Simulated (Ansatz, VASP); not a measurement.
## Two plane-wave programs on Ag

The input INCAR:

```
PREC = Accurate ; ENCUT = 520
EDIFF = 1E-6 ; ISMEAR = 0
SIGMA = 0.15 ; LREAL = F
LASPH = T ; NELM = 80
ALGO = Fast ; ISIF = 2
LWAVE = F ; LCHARG = F
GGA = PS ; NBANDS = 12
```

KPOINTS

```
Automatic mesh
0
Gamma
  20 20 20
```

POSCAR

```
Ag
1.0
   -1.5232016800      1.5232016800      1.5232016800
    1.5232016800     -1.5232016800      1.5232016800
    1.5232016800      1.5232016800     -1.5232016800
Ag
1
Direct
    0.0000000000      0.0000000000      0.0000000000
```

Input for Ansatz:

```yaml
crystal:
  lattice:
    - [-1.52320168, 1.52320168, 1.52320168]
    - [1.52320168, -1.52320168, 1.52320168]
    - [1.52320168, 1.52320168, -1.52320168]
  atoms:
    - { symbol: Ag, position: [0.0, 0.0, 0.0] }
basis:
  ecutwfc: 420
kpoints:
  mp_grid: { grid: [20, 20, 20] }
hamiltonian:
  xc: pbesol
scf:
  occupations: { method: gaussian, width: 0.15 }
output:
  forces: true
  stress: true
  eigenvalues: true
```

Change from the starting cell: strain -0.080 along x and y, -0.080 along z, atoms carried along.

Alike in both runs: task single point; functional PBEsol; k mesh 20 × 20 × 20; occupations gaussian, width 0.15 eV; no spin polarisation.

|  | VASP | Ansatz |
| --- | --- | --- |
| version | VASP 6.6.1 | Ansatz 0.2.0 |
| potentials or method | VASP PAW PBE potentials, release 64 (Ag), cutoff 520 eV | scalar-relativistic, plane waves, PAW |
| valence electrons in the cell | 11 | 19 |

```tsv
	VASP	Ansatz	Ansatz less VASP
gap on the k mesh at the Fermi level (eV)	none	none	-
pressure (GPa)	31.3	32.0	+0.65
```

VASP's potentials were made for PBE, not for PBEsol. A gap of «none» marks a metal or a gap that the smearing closes. Both programs put the cell under a high pressure, so it lies far from rest at this level. With one functional, cell and mesh, what is left measures potentials, basis and numerics. VASP's potentials hold 11 valence electrons a cell and Ansatz's 19, so a difference there can come from the potentials and not from the codes.
